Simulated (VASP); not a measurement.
LaNb2F3: single point with PBE

The system is LaNb2F3.

```xyz
6
Lattice="3.2300 0.0000 0.0000 0.0000 3.2300 0.0000 0.0000 0.0000 10.7973" Properties=species:S:1:pos:R:3 pbc="T T T"
La    1.6150    1.6150    5.3987
Nb    1.6150    1.6150    9.1492
Nb    1.6150    1.6150    1.6481
F     0.0000    0.0000    0.0000
F     0.0000    0.0000    7.7152
F     0.0000    0.0000    3.0821
```

The cell was generated, and may not be a known phase.

* Program: VASP 6.6.1
* Task: single point
* Functional: PBE
* Potentials or basis: VASP PAW PBE potentials, release 64 (La, Nb_sv, F)
* Cutoff: 520 eV
* k mesh: 6 × 6 × 2
* Occupations: gaussian, width 0.1 eV
* Spin: collinear spin
* Starting moments: [0.36, 0.09, 0.09, 0.0, 0.01, 0.01] μB
* Dipole correction: no
* Further INCAR settings: ALGO = Normal; EDIFF = 1e-06; NBANDS = 42

| Property | Result |
| --- | --- |
| Pressure | -12.1 GPa |
| Largest force | 1.052 eV/Å |
| Band gap on the k mesh | zero (filled and empty bands overlap) |
| Net moment | 0.00 μB per cell |
| Valence electrons inside the program's atomic spheres | La 8.73; Nb 10.44; F 5.98, 6.00 (each value once) |

Forces in eV/Å, atoms in the order of the input:
```
La   0.000  0.000  0.000
Nb   0.000  0.000  1.052
Nb   0.000  0.000 -1.052
F    0.000  0.000  0.000
F    0.000  0.000 -0.068
F    0.000  0.000  0.068
```

Stress tensor (GPa, compression positive):
```
-11.91   0.00   0.00
  0.00 -11.91   0.00
  0.00   0.00 -12.59
```

Levels at points of the mesh, in eV from the Fermi level:
Spin up:
```csv
k point,band 26,band 27,band 28,band 29,band 30,band 31,band 32,band 33
"(0.00, 0.00, 0.00)",-2.22,-2.03,-1.84,-1.39,-1.00,-0.66,0.45,0.83
"(0.50, 0.00, 0.00)",-1.54,-0.95,-0.63,-0.44,0.10,0.74,0.82,0.92
"(0.50, 0.50, 0.00)",-1.02,-0.45,0.13,0.54,0.54,0.56,0.56,0.88
"(0.00, 0.00, 0.50)",-2.04,-1.75,-1.61,-1.49,-1.38,-0.92,-0.40,1.17
"(0.50, 0.00, 0.50)",-1.54,-1.15,-0.41,0.12,0.14,0.14,0.73,0.82
"(0.50, 0.50, 0.50)",-0.82,-0.66,0.27,0.41,0.55,0.55,0.56,0.56
```
Spin down:
| k point | band 26 | band 27 | band 28 | band 29 | band 30 | band 31 | band 32 | band 33 |
| --- | --- | --- | --- | --- | --- | --- | --- | --- |
| (0.00, 0.00, 0.00) | -2.22 | -2.03 | -1.84 | -1.39 | -1.00 | -0.66 | 0.45 | 0.83 |
| (0.50, 0.00, 0.00) | -1.54 | -0.95 | -0.63 | -0.44 | 0.10 | 0.74 | 0.82 | 0.92 |
| (0.50, 0.50, 0.00) | -1.02 | -0.45 | 0.13 | 0.54 | 0.54 | 0.56 | 0.56 | 0.88 |
| (0.00, 0.00, 0.50) | -2.04 | -1.75 | -1.61 | -1.49 | -1.38 | -0.92 | -0.40 | 1.17 |
| (0.50, 0.00, 0.50) | -1.54 | -1.15 | -0.41 | 0.12 | 0.14 | 0.14 | 0.74 | 0.82 |
| (0.50, 0.50, 0.50) | -0.82 | -0.66 | 0.27 | 0.41 | 0.55 | 0.55 | 0.56 | 0.56 |

It took 14 min on 1 thread of Intel Xeon 8259CL, with other jobs on the host, peak memory 0.35 GiB.

Caveat: the cell stands under tension; spin-orbit coupling is left out, which moves the levels of the heavy elements; forces of over 1 eV/Å act on the atoms, so gaps and moduli don't describe the material at rest.
